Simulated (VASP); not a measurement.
## AlN: single point with LDA

Crystal: AlN.

```
Al N
1.0
     3.03716    0.00000    0.00000
    -1.51858    2.63026    0.00000
     0.00000    0.00000    4.86121
Al N
2 2
Direct
  0.32047 0.64095 0.00152
  0.67953 0.35905 0.50152
  0.34481 0.68962 0.38348
  0.65519 0.31038 0.88348
```

```yaml
Program: VASP 6.6.1
Task: single point
Functional: LDA
Potentials_or_basis: VASP PAW LDA potentials, release 64 (Al, N)
Cutoff: 520 eV
k_mesh: 9 × 9 × 6
Occupations: gaussian, width 0.05 eV
Spin: no spin polarisation
```

The pressure is 12.4 GPa. The largest force is 0.373 eV/Å and the band gap on the k mesh is 4.82 eV, direct.

Forces on the atoms (eV/Å):
```
Al   0.000  0.373  0.021
Al   0.000 -0.373  0.021
N    0.000 -0.163 -0.021
N    0.000  0.163 -0.021
```

Stress tensor (GPa, compression positive):
```
12.82  0.00  0.00
 0.00 12.46  0.00
 0.00  0.00 11.85
```

Levels at points of the mesh, in eV from the valence-band top:
```csv
k point,band 6,band 7,band 8,band 9,band 10,band 11
"(0.00, 0.00, 0.00)",-0.38,-0.17,0.00,4.82,7.14,10.97
"(0.00, 0.00, 0.50)",-0.64,-0.59,-0.59,6.99,6.99,10.69
```

Wall time 64 s on 1 thread of AMD EPYC 7R43 64-Core Processor (Zen 3), on a shared host, peak memory 0.13 GiB.

A k mesh can miss the band edges. LDA gaps usually lie below the measured ones, often by a third to a half.
